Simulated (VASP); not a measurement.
# Rh (Fm-3m) in VASP: settings compared

Rh is run at these levels: r2SCAN, PBEsol; tasks: single point.

Everything below comes from runs of VASP 6.6.1. Logs are shortened: lines on timing, memory, paths and dates and some standing lists are left out, and cuts for length are marked.

### Step 1. The cell of the first run

It takes space group Fm-3m (No. 225, cubic). The conventional cell has a = 3.803 Å, b = 3.803 Å, c = 3.803 Å, α = 90.00°, β = 90.00°, γ = 90.00°. Rh (site symmetry m-3m) has 12 Rh at 2.69 Å within 3.5 Å.

### Step 2. Single point, r2SCAN

POSCAR

```
Rh
1.0
    0.0000000000      1.9015500000      1.9015500000
    1.9015500000      0.0000000000      1.9015500000
    1.9015500000      1.9015500000      0.0000000000
Rh
1
Direct
    0.0000000000      0.0000000000      0.0000000000
```

INCAR.step1

```
PREC = Accurate
ENCUT = 520
ISMEAR = 0
SIGMA = 0.15
LREAL = F
LASPH = T
NELM = 80
NBANDS = 14
GGA = PE
ALGO = Normal
EDIFF = 1E-4
LWAVE = T
LCHARG = F
```

INCAR.step2

```
PREC = Accurate
ENCUT = 520
EDIFF = 1E-6
ISMEAR = 0
SIGMA = 0.15
LREAL = F
LASPH = T
NELM = 80
ALGO = Normal
ISIF = 2
LWAVE = F
LCHARG = F
METAGGA = R2SCAN
LMIXTAU = T
NBANDS = 14
ISTART = 1
```

KPOINTS

```
regular mesh
0
Gamma
  22 22 22
```

Potentials or basis: VASP PAW PBE potentials, release 64 (Rh_pv).

Command:

```sh
> cat potpaw_PBE.64/Rh_pv/POTCAR > POTCAR
> cp INCAR.step1 INCAR
> mpirun -np 1 vasp_std > vasp.out
> cp INCAR.step2 INCAR
> mpirun -np 1 vasp_std > vasp.out
```

OUTCAR:

```text
PREC = Accurate
   ENCUT = 520
   EDIFF = 1E-6
   ISMEAR = 0
   LREAL = F
   LASPH = T
   NELM = 80
   ISIF = 2
   METAGGA = R2SCAN
   ISTART = 1

 ion  position               nearest neighbor table
   1  0.000  0.000  0.000-

  LATTYP: Found a face centered cubic cell.
 ALAT       =     3.8031000000

  Lattice vectors:

 A1 = (   0.0000000000,   1.9015500000,   1.9015500000)
 A2 = (   1.9015500000,   0.0000000000,   1.9015500000)
 A3 = (   1.9015500000,   1.9015500000,   0.0000000000)

Analysis of symmetry for initial positions (statically):
=====================================================================
 Subroutine PRICEL returns:
 Original cell was already a primitive cell.

 Routine SETGRP: Setting up the symmetry group for a
 face centered cubic supercell.

 Subroutine GETGRP returns: Found 48 space group operations
 (whereof 48 operations were pure point group operations)
 out of a pool of 48 trial point group operations.

The static configuration has the point symmetry O_h .

Analysis of symmetry for dynamics (positions and initial velocities):
=====================================================================
 Subroutine PRICEL returns:
 Original cell was already a primitive cell.

 Routine SETGRP: Setting up the symmetry group for a
 face centered cubic supercell.

 Subroutine GETGRP returns: Found 48 space group operations
 (whereof 48 operations were pure point group operations)
 out of a pool of 48 trial point group operations.

The dynamic configuration has the point symmetry O_h .

 Subroutine INISYM returns: Found 48 space group operations
 (whereof 48 operations are pure point group operations),
 and found     1 'primitive' translations

----------------------------------------------------------------------------------------

                                     Primitive cell

  volume of cell :      13.7516

  direct lattice vectors                    reciprocal lattice vectors
     0.000000000  1.901550000  1.901550000    -0.262943388  0.262943388  0.262943388
     1.901550000  0.000000000  1.901550000     0.262943388 -0.262943388  0.262943388
     1.901550000  1.901550000  0.000000000     0.262943388  0.262943388 -0.262943388

  length of vectors
     2.689197800  2.689197800  2.689197800     0.455431308  0.455431308  0.455431308

  position of ions in fractional coordinates (direct lattice)
     0.000000000  0.000000000  0.000000000

  ion indices of the primitive-cell ions
   primitive index   ion index
                 1           1

----------------------------------------------------------------------------------------

 KPOINTS: regular mesh

Automatic generation of k-mesh.
 Grid dimensions read from file:
 generate k-points for:   22   22   22

 Generating k-lattice:

  Cartesian coordinates                     Fractional coordinates (reciprocal lattice)
    -0.011951972  0.011951972  0.011951972     0.045454545  0.000000000  0.000000000
     0.011951972 -0.011951972  0.011951972     0.000000000  0.045454545  0.000000000
     0.011951972  0.011951972 -0.011951972     0.000000000  0.000000000  0.045454545

  Length of vectors
     0.020701423  0.020701423  0.020701423

  Shift w.r.t. Gamma in fractional coordinates (k-lattice)
     0.000000000  0.000000000  0.000000000

 Subroutine IBZKPT returns following result:
 ===========================================

 Found    328 irreducible k-points:

 Following reciprocal coordinates:
            Coordinates               Weight
  0.000000  0.000000  0.000000      1.000000
  0.045455  0.000000  0.000000      8.000000
  0.090909  0.000000  0.000000      8.000000
  0.136364  0.000000  0.000000      8.000000
  0.181818  0.000000  0.000000      8.000000
  0.227273  0.000000  0.000000      8.000000
[... 16 lines left out ...]
  0.500000  0.045455  0.000000     24.000000
 -0.454545  0.045455  0.000000     24.000000
 [... further k-points ...]
   k-points           NKPTS =    328   k-points in BZ     NKDIM =    328   number of bands    NBANDS=     14
   number of dos      NEDOS =    301   number of ions     NIONS =      1
   total plane-waves  NPLWV =   8000
   dimension x,y,z NGX =    20 NGY =   20 NGZ =   20
   dimension x,y,z NGXF=    40 NGYF=   40 NGZF=   40
   ions per type =               1
   NGX,Y,Z   is equivalent  to a cutoff of  12.36, 12.36, 12.36 a.u.
   NGXF,Y,Z  is equivalent  to a cutoff of  24.73, 24.73, 24.73 a.u.
 SYSTEM =  unknown system
   PREC   = accura    normal or accurate (medium, high low for compatibility)
   ISTART =      1    job   : 0-new  1-cont  2-samecut
   ICHARG =      0    charge: 1-file 2-atom 10-const
   ISPIN  =      1    spin polarized calculation?
   LNONCOLLINEAR =      F non collinear calculations
   LSORBIT =      F    spin-orbit coupling
   LASPH  =      T    aspherical Exc in radial PAW
   ENCUT  =  520.0 eV  38.22 Ry    6.18 a.u.   5.00  5.00  5.00*2*pi/ulx,y,z
   NELM   =     80;   NELMIN=  2; NELMDL=  0     # of ELM steps
   EDIFF  = 0.1E-05   stopping-criterion for ELM
   LREAL  =      F    real-space projection
   EDIFFG = 0.1E-04   stopping-criterion for IOM
   NSW    =      0    number of steps for IOM
   IBRION =     -1    ionic relax: 0-MD 1-quasi-New 2-CG
   NFREE  =      0    steps in history (QN), initial steepest desc. (CG)
   ISIF   =      2    stress and relaxation
   ISYM   =      2    0-nonsym 1-usesym 2-fastsym
   POTIM  = 0.5000    time-step for ionic-motion
   TEBEG  =    0.0;   TEEND  =   0.0 temperature during run
   PSTRESS=    0.0 pullay stress
   NELECT =      15.0000    total number of electrons
   NUPDOWN=      -1.0000    fix difference up-down
   EMIN   =  10.00;   EMAX   =-10.00  energy-range for DOS
   EFERMI =   0.00;   METHOD = LEGACY
   ISMEAR =     0;   SIGMA  =   0.15  broadening in eV -4-tet -1-fermi 0-gaus
   EFERMI_NEDOS =   21; number of points for ismear=-14 and -15
   IALGO  =     38    algorithm
   IMIX   =      4    mixing-type and parameters
     AMIX     =   0.40;   BMIX     =  1.00
     AMIX_MAG =   1.60;   BMIX_MAG =  1.00
  volume/ion in A,a.u.               =      13.75        92.80
  Fermi-wavevector in a.u.,A,eV,Ry     =   1.685211  3.184586 38.639656  2.839935
  Thomas-Fermi vector in A             =   2.768095
   LORBIT       =      0    0 simple, 1 ext, 2 COOP (PROOUT), +10 PAW based schemes
   METAGGA = R2SCAN    functional components
   LHFCALC =     F    Hartree Fock is set to
   AEXX    =    0.0000 exact exchange contribution
   IVDW    =     0    specifies the selected vdW correction
   LEPSILON=     F    determine dielectric tensor
   LRPA    =     F    only Hartree local field effects (RPA)
 non-spin polarized calculation
 Gauss-broadening in eV      SIGMA  =   0.15
  energy-cutoff  :      520.00
  volume of cell :       13.75
 maximum number of plane-waves:       388
   NGX =  9   NGY =  9   NGZ =  9

 number of electron      15.0000007 magnetization

 Free energy of the ion-electron system (eV)
  ---------------------------------------------------
  ext. energy  EPLUGINS =         0.00000000
  ---------------------------------------------------
  free energy    TOTEN  =       -24.14460881 eV

  energy without entropy =      -24.13007721  energy(sigma->0) =      -24.13734301

 E-fermi :  11.7233     XC(G=0): -15.2041

 val. band max:       11.7217592594   @ k =   0.5000   0.3636   0.1364
 cond. band min:      11.7262336111   @ k =  -0.2273   0.3636   0.1364
 fundamental gap:      0.0044743518
 Fermi energy:        11.7233231329

 k-point     1 :       0.0000    0.0000    0.0000
  band No.  band energies     occupation
      1     -36.0578      2.00000
      2     -36.0577      2.00000
      3     -36.0577      2.00000
      4       3.5508      2.00000
      5       8.5588      2.00000
      6       8.5588      2.00000
      7       8.5588      2.00000
      8      10.6584      2.00000
      9      10.6584      2.00000
     10      28.4455      0.00000
     11      29.1156      0.00000
     12      34.1964      0.00000
     13      34.1964      0.00000
     14      34.1964      0.00000

 k-point     2 :       0.0455    0.0000    0.0000
  band No.  band energies     occupation
      1     -36.0743      2.00000
      2     -36.0600      2.00000
      3     -36.0600      2.00000
      4       3.6384      2.00000
      5       8.5194      2.00000
      6       8.5932      2.00000
      7       8.5932      2.00000
      8      10.6390      2.00000
      9      10.6390      2.00000
     10      28.5717      0.00000
     11      29.1156      0.00000
     12      33.6953      0.00000
     13      34.3222      0.00000
     14      34.3222      0.00000

 k-point     3 :       0.0909    0.0000    0.0000
  band No.  band energies     occupation
      1     -36.1223      2.00000
      2     -36.0664      2.00000
      3     -36.0664      2.00000
      4       3.8937      2.00000
      5       8.4144      2.00000
      6       8.6877      2.00000
      7       8.6877      2.00000
      8      10.5918      2.00000
      9      10.5918      2.00000
     10      28.9227      0.00000
     11      29.1150      0.00000
     12      32.5583      0.00000
     13      34.6912      0.00000
     14      34.6912      0.00000
[... 324 lines left out ...]
 k-point    23 :       0.5000    0.0455    0.0000
  band No.  band energies     occupation
      1     -36.8370      2.00000
      2     -36.1763      2.00000
      3     -36.1699      2.00000
      4       5.4607      2.00000
      5       8.3869      2.00000
      6       8.5063      2.00000
      7      11.5402      1.91571
      8      12.3221      0.00000
      9      13.4037      0.00000
     10      20.8464      0.00000
     11      28.1201      0.00000
     12      29.1149      0.00000
     13      33.8195      0.00000
     14      33.8799      0.00000

 k-point    24 :      -0.4545    0.0455    0.0000
  band No.  band energies     occupation
      1     -36.8319      2.00000
      2     -36.1785      2.00000
      3     -36.1663      2.00000
      4       5.4689      2.00000
      5       8.4037      2.00000
      6       8.5053      2.00000
      7      11.5260      1.93718
      8      12.2230      0.00000
      9      13.3463      0.00000
     10      20.9957      0.00000
     11      28.1510      0.00000
     12      29.1149      0.00000
     13      33.6773      0.00000
     14      34.1566      0.00000

 [... further k-points ...]
[... 5 lines left out ...]
  --------------------------------------------------------------------------------------
  -------------------------------------------------------------------------------------
  Total        0.0478861      0.0478861      0.0478861      0.0000000      0.0000000      0.0000000
  in kB        5.5791363      5.5791363      5.5791363      0.0000000      0.0000000      0.0000000
  external PRESSURE =       5.5791363 kB  Pullay stress =       0.0000000 kB

 VOLUME and BASIS-vectors are now :
 -----------------------------------------------------------------------------
  energy-cutoff  :      520.00
  volume of cell :       13.75
      direct lattice vectors                 reciprocal lattice vectors
     0.000000000  1.901550000  1.901550000    -0.262943388  0.262943388  0.262943388
     1.901550000  0.000000000  1.901550000     0.262943388 -0.262943388  0.262943388
     1.901550000  1.901550000  0.000000000     0.262943388  0.262943388 -0.262943388

 POSITION                                       TOTAL-FORCE (eV/Angst)
 -----------------------------------------------------------------------------------
      0.00000      0.00000      0.00000        -0.000000     -0.000000     -0.000000
 -----------------------------------------------------------------------------------
    total drift:                                0.000000      0.000000      0.000000

  FREE ENERGIE OF THE ION-ELECTRON SYSTEM (eV)
  ---------------------------------------------------
  free  energy   TOTEN  =       -24.1446088134 eV

  energy  without entropy=      -24.1300772071  energy(sigma->0) =      -24.13734301
```

It took 73 s on 1 thread of Intel Xeon 6975P-C (Granite Rapids), shared host; peak memory 0.17 GiB.

What came out:

* Free energy: -24.1446 eV
* Pressure: 0.6 GPa

Caveat: the PAW data sets were made with another functional, which shifts forces and pressure a little.

### Step 3. Single point, r2SCAN

POSCAR is that of step 2.

INCAR.step1

```
  PREC = Accurate
  ENCUT = 520
  ISMEAR = 0
  SIGMA = 0.15
  LREAL = F
  LASPH = T
  NELM = 60
  NBANDS = 14
  GGA = PE
  ALGO = Normal
  EDIFF = 1E-4
  LWAVE = T
  LCHARG = F
```

INCAR.step2

```
  PREC = Accurate
  ENCUT = 520
  EDIFF = 1E-7
  ISMEAR = 0
  SIGMA = 0.15
  LREAL = F
  LASPH = T
  NELM = 60
  ALGO = Normal
  ISIF = 2
  LWAVE = F
  LCHARG = F
  METAGGA = R2SCAN
  LMIXTAU = T
  NBANDS = 14
  ISTART = 1
```

KPOINTS

```
regular mesh
0
Gamma
  24 24 24
```

Potentials or basis: VASP PAW PBE potentials, release 64 (Rh_pv).

Command:

```sh
> cat potpaw_PBE.64/Rh_pv/POTCAR > POTCAR
> cp INCAR.step1 INCAR
> mpirun -np 1 vasp_std > vasp.out
> cp INCAR.step2 INCAR
> mpirun -np 1 vasp_std > vasp.out
```

Run time: 1.8 min. Hardware: 1 thread of Intel Xeon 6975P-C (Granite Rapids), shared host; peak memory 0.19 GiB.

It converged, with:

```yaml
Free_energy: -24.1444 eV
Pressure: 0.6 GPa
```

Levels at points of the mesh, in eV from the Fermi level:
```tsv
k point	band 3	band 4	band 5	band 6	band 7	band 8	band 9	band 10	band 11	band 12
(0.00, 0.00, 0.00)	-47.78	-8.17	-3.17	-3.17	-3.17	-1.07	-1.07	16.72	17.39	22.47
(0.50, 0.00, 0.00)	-47.89	-6.33	-3.28	-3.28	0.59	0.59	0.91	9.09	16.28	17.39
(0.50, 0.50, 0.00)	-48.07	-6.54	-6.17	0.52	1.05	1.05	3.49	12.87	14.01	14.01
```

Caveat: the PAW data sets were made with another functional, which shifts forces and pressure a little.

### Step 4. Single point, PBEsol

INCAR

```
  PREC = Accurate
  ENCUT = 500
  EDIFF = 1E-6
  ISMEAR = 0
  SIGMA = 0.15
  LREAL = False
  LASPH = True
  NELM = 120
  ALGO = Normal
  ISIF = 2
  LWAVE = False
  LCHARG = False
  GGA = PS
  NBANDS = 14
  GGA_COMPAT = False
```

KPOINTS

```
Automatic mesh
0
Gamma
  22 22 22
```

POSCAR is that of step 3.

Command:

```sh
> cat potpaw_PBE.64/Rh_pv/POTCAR > POTCAR
> mpirun -np 1 vasp_std > vasp.out
```

Run time: 62 s. Hardware: 1 thread of Intel Xeon 8259CL, shared host; peak memory 0.17 GiB.

It converged, with:

```yaml
Free_energy: -8.1413 eV
Pressure: -5.1 GPa
```

Levels at points of the mesh, in eV from the Fermi level:
```csv
k point,band 4,band 5,band 6,band 7,band 8,band 9,band 10,band 11
"(0.00, 0.00, 0.00)",-8.05,-3.09,-3.09,-3.09,-0.98,-0.98,15.94,20.37
"(0.50, 0.00, 0.00)",-6.16,-3.16,-3.16,0.58,0.58,0.66,8.59,15.44
"(0.50, 0.50, 0.00)",-6.34,-5.97,0.56,0.99,0.99,3.18,12.23,13.23
```

Caveat: the PAW data sets were made with another functional, which shifts forces and pressure a little.

### Step 5. Single point, r2SCAN

POSCAR is that of step 4.

INCAR.step1

```
PREC = Accurate
ENCUT = 580
ISMEAR = 0
SIGMA = 0.15
LREAL = F
LASPH = T
NELM = 120
NBANDS = 14
GGA = PE
ALGO = Normal
EDIFF = 1E-5
LWAVE = T
LCHARG = F
GGA_COMPAT = F
```

INCAR.step2

```
PREC = Accurate
ENCUT = 580
EDIFF = 1E-6
ISMEAR = 0
SIGMA = 0.15
LREAL = F
LASPH = T
NELM = 120
ALGO = Normal
ISIF = 2
LWAVE = F
LCHARG = F
METAGGA = R2SCAN
LMIXTAU = T
NBANDS = 14
ISTART = 1
GGA_COMPAT = F
```

KPOINTS

```
regular mesh
0
Gamma
  22 22 22
```

Potentials or basis: VASP PAW PBE potentials, release 64 (Rh_sv_GW).

Command:

```sh
> cat potpaw_PBE.64/Rh_sv_GW/POTCAR > POTCAR
> cp INCAR.step1 INCAR
> mpirun -np 1 vasp_std > vasp.out
> cp INCAR.step2 INCAR
> mpirun -np 1 vasp_std > vasp.out
```

It took 6 min on 1 thread of AMD EPYC 7R43 (Zen 3), shared host; peak memory 0.19 GiB.

Results (log left out):

- Free energy: -23.2887 eV
- Pressure: -2.2 GPa

Levels at points of the mesh, in eV from the Fermi level:
```csv
k point,band 5,band 6,band 7,band 8,band 9,band 10,band 11,band 12
"(0.00, 0.00, 0.00)",-8.14,-3.16,-3.16,-3.16,-1.06,-1.06,16.47,22.12
"(0.50, 0.00, 0.00)",-6.31,-3.27,-3.27,0.59,0.59,0.91,9.10,16.09
"(0.50, 0.50, 0.00)",-6.52,-6.15,0.52,1.05,1.05,3.49,12.89,13.96
```

Caveat: the PAW data sets were made with another functional, which shifts forces and pressure a little.

### Step 6. The runs side by side

| level | potentials or basis | k mesh | cutoff (eV) | second run | gap on the mesh (eV) | pressure (GPa) |
| --- | --- | --- | --- | --- | --- | --- |
| r2SCAN | VASP PAW PBE potentials, release 64 (Rh_pv) | 22 × 22 × 22 | 520 | - | none | 0.6 |
| r2SCAN | VASP PAW PBE potentials, release 64 (Rh_pv) | 24 × 24 × 24 | 520 | - | none | 0.6 |
| PBEsol | VASP PAW PBE potentials, release 64 (Rh_pv) | 22 × 22 × 22 | 500 | - | none | -5.1 |
| r2SCAN | VASP PAW PBE potentials, release 64 (Rh_sv_GW) | 22 × 22 × 22 | 580 | valence_matched | none | -2.2 |

Alike in all rows: task single point; no spin polarisation; cell as given; smearing gaussian 0.15 eV.

Caveats: the PAW data sets were made with another functional, which shifts forces and pressure a little.

Absolute energies hang on the potentials; compare differences alone.
